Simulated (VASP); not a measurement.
# VSiPt3 (Pm-3m) in VASP: further runs

Runs on VSiPt3. Level: PBE. Tasks: single point.

Program: VASP 6.6.1. These are calculated values, not measurements. Logs are shortened: lines on timing, memory, paths and dates and some standing lists are left out, and cuts for length are marked.

## (1) The cell of the first run

The structure is cubic, space group Pm-3m (No. 221). Conventional cell: a = 4.113 Å, b = 4.113 Å, c = 4.113 Å, α = 90.00°, β = 90.00°, γ = 90.00°. Within 3.8 Å of V (site symmetry m-3m) lie 12 Pt at 2.91 Å and 8 Si at 3.56 Å. Within 2.7 Å of Si (site symmetry m-3m) lie 6 Pt at 2.06 Å. Pt (site symmetry 4/mmm) has 2 Si at 2.06 Å within 2.7 Å.

## (2) Single point, PBE, collinear spin, ferromagnetic start

File INCAR:

```
PREC     = Accurate       # precision mode
ENCUT    = 520            # plane-wave cutoff, eV
EDIFF    = 1E-7           # SCF threshold, eV
ISMEAR   = 0              # smearing method
SIGMA    = 0.1            # smearing width, eV
LREAL    = False          # projectors in reciprocal space
LASPH    = True           # aspherical terms in the spheres
NELM     = 150            # most SCF steps
ALGO     = Normal         # electronic algorithm
ISIF     = 2              # what is computed and relaxed
LWAVE    = False          # write WAVECAR
LCHARG   = True           # write CHGCAR
ISPIN    = 2              # spin polarisation
MAGMOM   = 2 0 0 0 0      # initial moments
LORBIT   = 11             # projections on sites
LMAXMIX  = 4              # l up to which the mixer works
GGA      = PE             # functional
LELF     = True           # ELF
LVHAR    = True         
NBANDS   = 36             # bands
```

File KPOINTS:

```
Automatic mesh
0
Gamma
  4 4 4
```

File POSCAR:

```
VSiPt3
1.0
    4.1133087574      0.0000000000      0.0000000000
    0.0000000000      4.1133087574      0.0000000000
    0.0000000000      0.0000000000      4.1133087574
V Si Pt
1 1 3
Direct
    0.0000000000      0.0000000000      0.0000000000
    0.5000000000      0.5000000000      0.5000000000
    0.0000000000      0.5000000000      0.5000000000
    0.5000000000      0.0000000000      0.5000000000
    0.5000000000      0.5000000000      0.0000000000
```

Potentials or basis: VASP PAW PBE potentials, release 64 (V_sv, Si, Pt).

Started as:

```console
cat potpaw_PBE.64/V_sv/POTCAR potpaw_PBE.64/Si/POTCAR potpaw_PBE.64/Pt/POTCAR > POTCAR
mpirun -np 1 vasp_std > vasp.out
```

OUTCAR:

```text
PREC = Accurate
   ENCUT = 520
   EDIFF = 1E-7
   ISMEAR = 0
   LREAL = False
   LASPH = True
   NELM = 150
   ISIF = 2
   ISPIN = 2
   LORBIT = 11
   GGA = PE

 ion  position               nearest neighbor table
   1  0.000  0.000  0.000-   3 2.91   4 2.91   5 2.91   3 2.91   4 2.91   3 2.91   5 2.91   3 2.91
                             4 2.91   5 2.91   4 2.91   5 2.91
   2  0.500  0.500  0.500-   3 2.06   4 2.06   5 2.06   5 2.06   4 2.06   3 2.06
   3  0.000  0.500  0.500-   2 2.06   2 2.06   4 2.91   5 2.91   1 2.91   5 2.91   1 2.91   4 2.91
                             1 2.91   1 2.91   4 2.91   5 2.91   5 2.91   4 2.91
   4  0.500  0.000  0.500-   2 2.06   2 2.06   3 2.91   5 2.91   1 2.91   5 2.91   1 2.91   3 2.91
                             5 2.91   5 2.91   1 2.91   3 2.91   1 2.91   3 2.91
   5  0.500  0.500  0.000-   2 2.06   2 2.06   3 2.91   4 2.91   1 2.91   3 2.91   4 2.91   1 2.91
                             4 2.91   4 2.91   1 2.91   3 2.91   3 2.91   1 2.91

  LATTYP: Found a simple cubic cell.
 ALAT       =     4.1133087574

  Lattice vectors:

 A1 = (   4.1133087574,   0.0000000000,   0.0000000000)
 A2 = (   0.0000000000,   4.1133087574,   0.0000000000)
 A3 = (   0.0000000000,   0.0000000000,   4.1133087574)

Analysis of symmetry for initial positions (statically):
=====================================================================
 Subroutine PRICEL returns:
 Original cell was already a primitive cell.

 Routine SETGRP: Setting up the symmetry group for a
 simple cubic supercell.

 Subroutine GETGRP returns: Found 48 space group operations
 (whereof 48 operations were pure point group operations)
 out of a pool of 48 trial point group operations.

The static configuration has the point symmetry O_h .

Analysis of symmetry for dynamics (positions and initial velocities):
=====================================================================
 Subroutine PRICEL returns:
 Original cell was already a primitive cell.

 Routine SETGRP: Setting up the symmetry group for a
 simple cubic supercell.

 Subroutine GETGRP returns: Found 48 space group operations
 (whereof 48 operations were pure point group operations)
 out of a pool of 48 trial point group operations.

The dynamic configuration has the point symmetry O_h .

Analysis of structural, dynamic, and magnetic symmetry:
=====================================================================
 Subroutine PRICEL returns:
 Original cell was already a primitive cell.

 Routine SETGRP: Setting up the symmetry group for a
 simple cubic supercell.

 Subroutine GETGRP returns: Found 48 space group operations
 (whereof 48 operations were pure point group operations)
 out of a pool of 48 trial point group operations.

The overall configuration has the point symmetry O_h .

 Subroutine INISYM returns: Found 48 space group operations
 (whereof 48 operations are pure point group operations),
 and found     1 'primitive' translations

----------------------------------------------------------------------------------------

                                     Primitive cell

  volume of cell :      69.5943

  direct lattice vectors                    reciprocal lattice vectors
     4.113308757  0.000000000  0.000000000     0.243113284  0.000000000  0.000000000
     0.000000000  4.113308757  0.000000000     0.000000000  0.243113284  0.000000000
     0.000000000  0.000000000  4.113308757     0.000000000  0.000000000  0.243113284

  length of vectors
     4.113308757  4.113308757  4.113308757     0.243113284  0.243113284  0.243113284

  position of ions in fractional coordinates (direct lattice)
     0.000000000  0.000000000  0.000000000
     0.500000000  0.500000000  0.500000000
     0.000000000  0.500000000  0.500000000
     0.500000000  0.000000000  0.500000000
     0.500000000  0.500000000  0.000000000

  ion indices of the primitive-cell ions
   primitive index   ion index
                 1           1
                 2           2
                 3           3
                 4           4
                 5           5

----------------------------------------------------------------------------------------

 KPOINTS: Automatic mesh

Automatic generation of k-mesh.
 Grid dimensions read from file:
 generate k-points for:    4    4    4

 Generating k-lattice:

  Cartesian coordinates                     Fractional coordinates (reciprocal lattice)
     0.060778321  0.000000000  0.000000000     0.250000000  0.000000000  0.000000000
     0.000000000  0.060778321  0.000000000     0.000000000  0.250000000  0.000000000
     0.000000000  0.000000000  0.060778321     0.000000000  0.000000000  0.250000000

  Length of vectors
     0.060778321  0.060778321  0.060778321

  Shift w.r.t. Gamma in fractional coordinates (k-lattice)
     0.000000000  0.000000000  0.000000000

 Subroutine IBZKPT returns following result:
 ===========================================

 Found     10 irreducible k-points:

 Following reciprocal coordinates:
            Coordinates               Weight
  0.000000  0.000000  0.000000      1.000000
  0.250000  0.000000  0.000000      6.000000
  0.500000  0.000000  0.000000      3.000000
  0.250000  0.250000  0.000000     12.000000
  0.500000  0.250000  0.000000     12.000000
  0.500000  0.500000  0.000000      3.000000
  0.250000  0.250000  0.250000      8.000000
  0.500000  0.250000  0.250000     12.000000
  0.500000  0.500000  0.250000      6.000000
  0.500000  0.500000  0.500000      1.000000
   k-points           NKPTS =     10   k-points in BZ     NKDIM =     10   number of bands    NBANDS=     36
   number of dos      NEDOS =    301   number of ions     NIONS =      5
   total plane-waves  NPLWV =  32768
   dimension x,y,z NGX =    32 NGY =   32 NGZ =   32
   dimension x,y,z NGXF=    64 NGYF=   64 NGZF=   64
   ions per type =               1   1   3
   NGX,Y,Z   is equivalent  to a cutoff of  12.93, 12.93, 12.93 a.u.
   NGXF,Y,Z  is equivalent  to a cutoff of  25.87, 25.87, 25.87 a.u.
 SYSTEM =  unknown system
   PREC   = accura    normal or accurate (medium, high low for compatibility)
   ISTART =      0    job   : 0-new  1-cont  2-samecut
   ICHARG =      2    charge: 1-file 2-atom 10-const
   ISPIN  =      2    spin polarized calculation?
   LNONCOLLINEAR =      F non collinear calculations
   LSORBIT =      F    spin-orbit coupling
   LASPH  =      T    aspherical Exc in radial PAW
   ENCUT  =  520.0 eV  38.22 Ry    6.18 a.u.   7.65  7.65  7.65*2*pi/ulx,y,z
   NELM   =    150;   NELMIN=  2; NELMDL= -5     # of ELM steps
   EDIFF  = 0.1E-06   stopping-criterion for ELM
   LREAL  =      F    real-space projection
   EDIFFG = 0.1E-05   stopping-criterion for IOM
   NSW    =      0    number of steps for IOM
   IBRION =     -1    ionic relax: 0-MD 1-quasi-New 2-CG
   NFREE  =      0    steps in history (QN), initial steepest desc. (CG)
   ISIF   =      2    stress and relaxation
   ISYM   =      2    0-nonsym 1-usesym 2-fastsym
   POTIM  = 0.5000    time-step for ionic-motion
   TEBEG  =    0.0;   TEEND  =   0.0 temperature during run
   PSTRESS=    0.0 pullay stress
   NELECT =      47.0000    total number of electrons
   NUPDOWN=      -1.0000    fix difference up-down
   EMIN   =  10.00;   EMAX   =-10.00  energy-range for DOS
   EFERMI =   0.00;   METHOD = LEGACY
   ISMEAR =     0;   SIGMA  =   0.10  broadening in eV -4-tet -1-fermi 0-gaus
   EFERMI_NEDOS =   21; number of points for ismear=-14 and -15
   IALGO  =     38    algorithm
   IMIX   =      4    mixing-type and parameters
     AMIX     =   0.40;   BMIX     =  1.00
     AMIX_MAG =   1.60;   BMIX_MAG =  1.00
  volume/ion in A,a.u.               =      13.92        93.93
  Fermi-wavevector in a.u.,A,eV,Ry     =   1.436314  2.714240 28.068801  2.062999
  Thomas-Fermi vector in A             =   2.555516
   LORBIT       =     11    0 simple, 1 ext, 2 COOP (PROOUT), +10 PAW based schemes
   GGA     = PE    functional components
   LHFCALC =     F    Hartree Fock is set to
   AEXX    =    0.0000 exact exchange contribution
   IVDW    =     0    specifies the selected vdW correction
   LEPSILON=     F    determine dielectric tensor
   LRPA    =     F    only Hartree local field effects (RPA)
 spin polarized calculation
 Gauss-broadening in eV      SIGMA  =   0.10
  energy-cutoff  :      520.00
  volume of cell :       69.59
 maximum number of plane-waves:      1888
 NGX is ok and might be reduce to    32
   NGX = 15   NGY = 15   NGZ = 15

 number of electron      46.9999986 magnetization       3.1199070

 Free energy of the ion-electron system (eV)
  ---------------------------------------------------
  ext. energy  EPLUGINS =         0.00000000
  ---------------------------------------------------
  free energy    TOTEN  =       -27.53295062 eV

  energy without entropy =      -27.50452681  energy(sigma->0) =      -27.51873871

 E-fermi :  11.9410     XC(G=0): -12.9657

 val. band max:       11.9379553677   @ k =   0.2500   0.0000   0.0000
 cond. band min:      11.9921476795   @ k =   0.0000   0.0000   0.0000
 fundamental gap:      0.0541923118
 Fermi energy:        11.9409851351

 spin component 1

 k-point     1 :       0.0000    0.0000    0.0000
  band No.  band energies     occupation
      1     -53.2443      1.00000
      2     -27.1056      1.00000
      3     -27.1056      1.00000
      4     -27.1056      1.00000
      5      -2.6865      1.00000
      6       3.7692      1.00000
[... 27 lines left out ...]
     34      19.6027      0.00000
     35      21.2778      0.00000

 k-point     2 :       0.2500    0.0000    0.0000
  band No.  band energies     occupation
      1     -53.2442      1.00000
      2     -27.1087      1.00000
      3     -27.1060      1.00000
      4     -27.1060      1.00000
      5      -2.1290      1.00000
      6       4.2199      1.00000
[... 296 lines left out ...]
 k-point    10 :       0.5000    0.5000    0.5000
  band No.  band energies     occupation
      1     -53.2439      1.00000
      2     -27.1088      1.00000
      3     -27.1088      1.00000
      4     -27.1088      1.00000
      5       1.8311      1.00000
      6       1.8311      1.00000
[... 27 lines left out ...]
     34      21.2402      0.00000
     35      21.2402      0.00000
 Fermi energy:        11.9409851351

 spin component 2

 k-point     1 :       0.0000    0.0000    0.0000
  band No.  band energies     occupation
      1     -50.8014      1.00000
      2     -24.6821      1.00000
      3     -24.6821      1.00000
      4     -24.6821      1.00000
      5      -2.6410      1.00000
      6       4.0574      1.00000
[... 27 lines left out ...]
     34      20.3359      0.00000
     35      21.3791      0.00000

 k-point     2 :       0.2500    0.0000    0.0000
  band No.  band energies     occupation
      1     -50.8012      1.00000
      2     -24.6858      1.00000
      3     -24.6825      1.00000
      4     -24.6825      1.00000
      5      -2.0859      1.00000
      6       4.4914      1.00000
[... 296 lines left out ...]
 k-point    10 :       0.5000    0.5000    0.5000
  band No.  band energies     occupation
      1     -50.8009      1.00000
      2     -24.6859      1.00000
      3     -24.6859      1.00000
      4     -24.6859      1.00000
      5       1.8951      1.00000
      6       1.8951      1.00000
[... 27 lines left out ...]
     34      21.4166      0.00000
     35      21.4166      0.00000
 [bands above 35 left out]

------------------------ aborting loop because EDIFF is reached ----------------------------------------

  FORCE on cell =-STRESS in cart. coord.  units (eV):
  Direction    XX          YY          ZZ          XY          YZ          ZX
  --------------------------------------------------------------------------------------
  -------------------------------------------------------------------------------------
  Total       31.5563518     31.5563518     31.5563518     -0.0000000      0.0000000     -0.0000000
  in kB      726.4796296    726.4796296    726.4796296     -0.0000000      0.0000000     -0.0000000
  external PRESSURE =     726.4796296 kB  Pullay stress =       0.0000000 kB

 VOLUME and BASIS-vectors are now :
 -----------------------------------------------------------------------------
  energy-cutoff  :      520.00
  volume of cell :       69.59
      direct lattice vectors                 reciprocal lattice vectors
     4.113308757  0.000000000  0.000000000     0.243113284  0.000000000  0.000000000
     0.000000000  4.113308757  0.000000000     0.000000000  0.243113284  0.000000000
     0.000000000  0.000000000  4.113308757     0.000000000  0.000000000  0.243113284

 POSITION                                       TOTAL-FORCE (eV/Angst)
 -----------------------------------------------------------------------------------
      0.00000      0.00000      0.00000         0.000000      0.000000      0.000000
      2.05665      2.05665      2.05665         0.000000      0.000000      0.000000
      0.00000      2.05665      2.05665         0.000000      0.000000      0.000000
      2.05665      0.00000      2.05665         0.000000      0.000000      0.000000
      2.05665      2.05665      0.00000         0.000000      0.000000      0.000000
 -----------------------------------------------------------------------------------
    total drift:                                0.000000     -0.000000     -0.000000

  FREE ENERGIE OF THE ION-ELECTRON SYSTEM (eV)
  ---------------------------------------------------
  free  energy   TOTEN  =       -27.5329506196 eV

  energy  without entropy=      -27.5045268086  energy(sigma->0) =      -27.51873871

 total charge

# of ion       s       p       d       tot
------------------------------------------
    1        2.181   6.128   2.981  11.290
    2        0.871   1.277   0.000   2.147
    3        0.767   0.772   8.465  10.004
    4        0.767   0.772   8.465  10.004
    5        0.767   0.772   8.465  10.004
--------------------------------------------------
tot          5.351   9.722  28.378  43.451

 magnetization (x)

# of ion       s       p       d       tot
------------------------------------------
    1        0.025   0.026   2.404   2.456
    2        0.009   0.002   0.000   0.011
    3        0.001   0.022   0.083   0.106
    4        0.001   0.022   0.083   0.106
    5        0.001   0.022   0.083   0.106
--------------------------------------------------
tot          0.036   0.094   2.654   2.784
```

Wall time 1.7 min (1 thread of Intel Xeon 8259CL, shared host); peak memory 0.22 GiB.

What came out:

| Property | Result |
| --- | --- |
| Free energy | -27.5330 eV |
| Pressure | 72.6 GPa |
| Net moment | 3.12 μB per cell |
| Site moments | V +2.46; Si +0.01; Pt +0.11 μB |
| Valence electrons inside the program's atomic spheres | V 11.29; Si 2.15; Pt 10.00 |

Caveat: the k points lie up to 0.38 Å⁻¹ apart; spin-orbit coupling is left out, which moves the levels of the heavy elements.

## (3) Single point, PBE, collinear spin, ferromagnetic start

This run uses another cell than the first one, of 18.27 Å³/atom.

File INCAR:

```
  PREC = Accurate
  ENCUT = 520
  EDIFF = 1E-6
  ISMEAR = 0
  SIGMA = 0.1
  LREAL = False
  LASPH = True
  NELM = 150
  ALGO = Normal
  ISIF = 2
  LWAVE = False
  LCHARG = False
  ISPIN = 2
  MAGMOM = 2.75 0 0 0 0
  LORBIT = 11
  LMAXMIX = 4
  GGA = PE
  NBANDS = 36
```

KPOINTS is that of step 2.

Edit POSCAR of step 2 so:

```diff
@@ -2,5 +2,5 @@
 1.0
-    4.1133087574      0.0000000000      0.0000000000
-    0.0000000000      4.1133087574      0.0000000000
-    0.0000000000      0.0000000000      4.1133087574
+    4.5039450381      0.0000000000      0.0000000000
+    0.0000000000      4.5039450381      0.0000000000
+    0.0000000000      0.0000000000      4.5039450381
 V Si Pt
```

Potentials or basis: VASP PAW PBE potentials, release 64 (V_sv, Si, Pt).

Started as:

```console
cat potpaw_PBE.64/V_sv/POTCAR potpaw_PBE.64/Si/POTCAR potpaw_PBE.64/Pt/POTCAR > POTCAR
mpirun -np 1 vasp_std > vasp.out
```

It took 2 min on 1 thread of Intel Xeon 8259CL, shared host; peak memory 0.27 GiB.

The run converged. Its results:

- Free energy: -31.3706 eV
- Pressure: 0.2 GPa
- Net moment: 3.14 μB per cell
- Site moments: V +2.58; Si +0.01; Pt +0.05 μB
- Valence electrons inside the program's atomic spheres: V 11.08; Si 1.79; Pt 9.35

Levels at points of the mesh, in eV from the Fermi level:
Spin up:
```
           k point  band 21  band 22  band 23  band 24  band 25  band 26  band 27  band 28  band 29  band 30
(0.00, 0.00, 0.00)    -1.09    -1.09    -0.74     0.02     0.02     0.45     0.45     0.45     3.15     3.15
(0.50, 0.00, 0.00)    -1.09    -0.54    -0.54    -0.14    -0.03     0.44     1.36     1.36     2.32     4.08
(0.50, 0.50, 0.00)    -1.43    -0.39    -0.39    -0.37    -0.37    -0.16     0.10     1.15     2.91     3.04
(0.50, 0.50, 0.50)    -0.47    -0.47    -0.47    -0.46    -0.46    -0.46     0.30     0.30     1.73     1.73
```
Spin down:
| k point | band 20 | band 21 | band 22 | band 23 | band 24 | band 25 |
| --- | --- | --- | --- | --- | --- | --- |
| (0.00, 0.00, 0.00) | -1.01 | -1.01 | -1.01 | -0.69 | 1.53 | 1.53 |
| (0.50, 0.00, 0.00) | -1.64 | -1.01 | 0.84 | 0.84 | 1.87 | 2.06 |
| (0.50, 0.50, 0.00) | -1.60 | -0.57 | -0.30 | -0.30 | 1.41 | 1.81 |
| (0.50, 0.50, 0.50) | -0.98 | -0.20 | -0.20 | -0.20 | 0.38 | 0.38 |

Caveat: spin-orbit coupling is left out, which moves the levels of the heavy elements.
